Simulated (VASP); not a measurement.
Input of a VASP 6.6.1 run:

INCAR

```
SYSTEM = Ti
PREC = Accurate
ENCUT = 520
EDIFF = 1E-7
ISMEAR = -1
SIGMA = 0.03
LREAL = .False.
LASPH = .True.
NELM = 80
ALGO = Normal
ISIF = 2
LWAVE = .False.
LCHARG = .False.
GGA = PE
NBANDS = 12
```

Contents of KPOINTS:

```
regular mesh
0
Gamma
  14 14 14
  0 0 0
```

POSCAR

```
Ti
1.0
    0.0000000000      2.0545745385      2.0545745385
    2.0545745385      0.0000000000      2.0545745385
    2.0545745385      2.0545745385      0.0000000000
Ti
1
Direct
    0.0000000000      0.0000000000      0.0000000000
```

Potentials or basis: VASP PAW PBE potentials, release 64 (Ti_sv).

Launch:

```bash
$ cat potpaw_PBE.64/Ti_sv/POTCAR > POTCAR
$ mpirun -np 1 vasp_std > vasp.out
```

Question: What does it give for the pressure?

Answer: 0.0 GPa.

Question: Estimate the band gap on the k mesh.

Answer: Zero (band 6 reaches 9.11 eV, above the bottom of band 7 at 7.84 eV).
